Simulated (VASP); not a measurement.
## Te2Mo: single point with LDA

The system is Te2Mo, a slab with vacuum.

```
CELL_PARAMETERS angstrom
3.41455 0.00000 0.00000
-1.70727 2.95709 0.00000
0.00000 0.00000 17.25701
ATOMIC_POSITIONS crystal
Te 0.33333 0.66667 0.89479
Te 0.33333 0.66667 0.10521
Mo 0.00000 0.00000 0.00000
```

| Quantity | Value |
| --- | --- |
| Program | VASP 6.6.1 |
| Task | single point |
| Functional | LDA |
| Potentials or basis | VASP PAW LDA potentials, release 64 (Te, Mo_sv) |
| Cutoff | 520 eV |
| k mesh | 12 × 12 × 2 |
| Occupations | gaussian, width 0.02 eV |
| Spin | no spin polarisation |
| Dipole correction | no |
| Further INCAR settings | ALGO = Normal; EDIFF = 1e-06; NBANDS = 20 |

```
Largest force          : 0.058 eV/Å
Band gap on the k mesh : 1.26 eV (least direct gap 1.38 eV)
```

Forces on the atoms (eV/Å):
```
Te   0.000  0.000 -0.058
Te   0.000  0.000  0.058
Mo   0.000  0.000  0.000
```

Levels at points of the mesh, in eV from the valence-band top:
```csv
k point,band 9,band 10,band 11,band 12,band 13,band 14,band 15,band 16,band 17,band 18
"(0.00, 0.00, 0.00)",-1.56,-1.56,-0.76,-0.73,-0.73,3.55,3.55,3.86,3.86,4.26
"(0.50, 0.00, 0.00)",-3.44,-2.29,-1.81,-0.81,0.00,1.72,1.93,3.44,3.98,4.16
"(0.00, 0.00, 0.50)",-1.56,-1.56,-0.76,-0.73,-0.73,3.55,3.55,3.86,3.86,4.38
"(0.50, 0.00, 0.50)",-3.44,-2.29,-1.81,-0.81,0.00,1.72,1.93,3.44,3.98,4.16
```

It took 5.2 min on 1 thread of Intel Xeon 8259CL, with other jobs on the host, peak memory 0.32 GiB.

Caveat: spin-orbit coupling is left out, which moves the levels of the heavy elements.
